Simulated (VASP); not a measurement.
## CdS (Greenockite): single point with LDA

Crystal: CdS (Greenockite).

```xyz
4
Lattice="4.1569 0.0000 0.0000 -2.0785 3.6000 0.0000 0.0000 0.0000 6.7482" Properties=species:S:1:pos:R:3 pbc="T T T"
Cd   -0.0089    2.4200    6.7222
Cd    2.0539    1.1038    3.3279
S    -0.0081    2.3467    2.5196
S     2.0462    1.1807    5.9802
```

* Program: VASP 6.6.1
* Task: single point
* Functional: LDA
* Potentials or basis: VASP PAW LDA potentials, release 64 (Cd, S)
* Cutoff: 520 eV
* k mesh: 6 × 6 × 2
* Occupations: gaussian, width 0.01 eV
* Spin: no spin polarisation

```
Pressure               : -2.8 GPa
Largest force          : 0.614 eV/Å
Band gap on the k mesh : 0.93 eV, direct
```

Forces in eV/Å, atoms in the order of the input:
```
Cd  -0.109 -0.221  0.084
Cd   0.064  0.230  0.321
S   -0.078 -0.195  0.168
S    0.123  0.185 -0.572
```

Stress tensor (GPa, compression positive):
```
-3.00 -0.35 -0.04
-0.35 -1.72 -0.04
-0.04 -0.04 -3.63
```

Levels at points of the mesh, in eV from the valence-band top:
| k point | band 14 | band 15 | band 16 | band 17 | band 18 | band 19 | band 20 | band 21 | band 22 | band 23 |
| --- | --- | --- | --- | --- | --- | --- | --- | --- | --- | --- |
| (0.00, 0.00, 0.00) | -0.80 | -0.68 | -0.04 | -0.04 | 0.00 | 0.93 | 2.45 | 6.17 | 6.36 | 6.55 |
| (0.50, 0.00, 0.00) | -3.60 | -2.62 | -1.90 | -1.18 | -0.84 | 3.42 | 3.58 | 4.90 | 6.20 | 7.01 |
| (0.00, 0.50, 0.00) | -3.67 | -2.54 | -1.89 | -1.28 | -0.85 | 3.47 | 3.70 | 4.83 | 6.19 | 7.01 |
| (0.50, 0.50, 0.00) | -3.67 | -2.58 | -1.90 | -1.24 | -0.84 | 3.46 | 3.62 | 4.98 | 6.16 | 7.02 |
| (0.00, 0.00, 0.50) | -2.37 | -0.49 | -0.40 | -0.38 | -0.30 | 2.53 | 2.60 | 5.62 | 6.20 | 6.50 |
| (0.50, 0.00, 0.50) | -4.12 | -1.46 | -1.35 | -1.31 | -1.21 | 3.16 | 3.32 | 4.97 | 5.20 | 7.50 |
| (0.00, 0.50, 0.50) | -4.21 | -1.46 | -1.36 | -1.33 | -1.25 | 3.23 | 3.40 | 5.00 | 5.22 | 7.58 |
| (0.50, 0.50, 0.50) | -4.17 | -1.46 | -1.35 | -1.30 | -1.21 | 3.15 | 3.32 | 5.01 | 5.22 | 7.54 |

It took 37 s on 1 thread of Intel(R) Xeon(R) 6975P-C (Granite Rapids), with other jobs on the host, peak memory 0.23 GiB.

Caveat: the k points lie up to 0.47 Å⁻¹ apart.
